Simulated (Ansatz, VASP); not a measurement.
## SnO2: VASP beside Ansatz

```
Sn O
1.0
    -2.02617    2.02617    5.18179
     2.02617   -2.02617    5.18179
     2.02617    2.02617   -5.18179
Sn O
2 4
Direct
  0.50000 0.50000 0.00000
  0.25000 0.75000 0.50000
  0.45240 0.95240 0.50000
  0.29760 0.29760 0.00000
  0.04760 0.54760 0.50000
  0.70240 0.70240 0.00000
```

Alike in both runs: functional PBE; k mesh 10 × 10 × 10; occupations gaussian, width 0.02 eV; no spin polarisation.

Ansatz relaxed the structure, and its values are those at the end. VASP's run is a single point on that final structure, the one shown.

```csv
,VASP,Ansatz
version,VASP 6.6.1,Ansatz 0.2.0
potentials or method,"VASP PAW PBE potentials, release 64 (Sn_d, O), cutoff 520 eV","scalar-relativistic, plane waves, PAW"
valence electrons in the cell,52,52
```

Ansatz gave:

| Item | Value |
| --- | --- |
| gap on the k mesh at the Fermi level (eV) | 1.32 |
| least direct gap on the mesh (eV) | 1.66 |
| pressure (GPa) | 0.0 |
| rms of the force components (eV/Å) | 0.000 |

What did VASP give for the same quantities?

gap on the k mesh at the Fermi level (eV): 1.31; least direct gap on the mesh (eV): 1.64; pressure (GPa): 0.5; rms of the force components (eV/Å): 0.012.
